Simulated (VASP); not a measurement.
A run of VASP 6.6.1:

File INCAR:

```
SYSTEM = NaF
PREC     = Accurate       ! precision mode
ENCUT    = 600            ! plane-wave cutoff, eV
EDIFF    = 1E-6           ! SCF threshold, eV
ISMEAR   = 0              ! smearing method
SIGMA    = 0.02           ! smearing width, eV
LREAL    = .FALSE.        ! projectors in reciprocal space
LASPH    = .TRUE.         ! aspherical terms in the spheres
NELM     = 120            ! most SCF steps
ALGO     = Normal         ! electronic algorithm
ISIF     = 2              ! what is computed and relaxed
LWAVE    = .FALSE.        ! write WAVECAR
LCHARG   = .TRUE.         ! write CHGCAR
GGA      = PE             ! functional
LELF     = .TRUE.         ! ELF
LVHAR    = .TRUE.       
NBANDS   = 14             ! bands
GGA_COMPAT= .FALSE.
```

Contents of KPOINTS:

```
Automatic mesh
0
G
  8 8 8
  0 0 0
```

POSCAR

```
NaF
1.0
    0.0000000000      2.3505459842      2.3505459842
    2.3505459842      0.0000000000      2.3505459842
    2.3505459842      2.3505459842      0.0000000000
Na F
1 1
Direct
    0.0000000000      0.0000000000      0.0000000000
    0.5000000000      0.5000000000      0.5000000000
```

Potentials or basis: VASP PAW PBE potentials, release 64 (Na_pv, F).

Command:

```sh
$ cat potpaw_PBE.64/Na_pv/POTCAR potpaw_PBE.64/F/POTCAR > POTCAR
$ mpirun -np 1 vasp_std > vasp.out
```

Hardware: 1 thread of Intel(R) Xeon(R) Platinum 8559C (Emerald Rapids), with other jobs on the host.

Task: Estimate the wall time of this run.

Result: Wall time 7.5 s on 1 thread of Intel(R) Xeon(R) Platinum 8559C (Emerald Rapids), on a shared host, peak memory 0.15 GiB. Counts: scf iterations 12, k points 29.
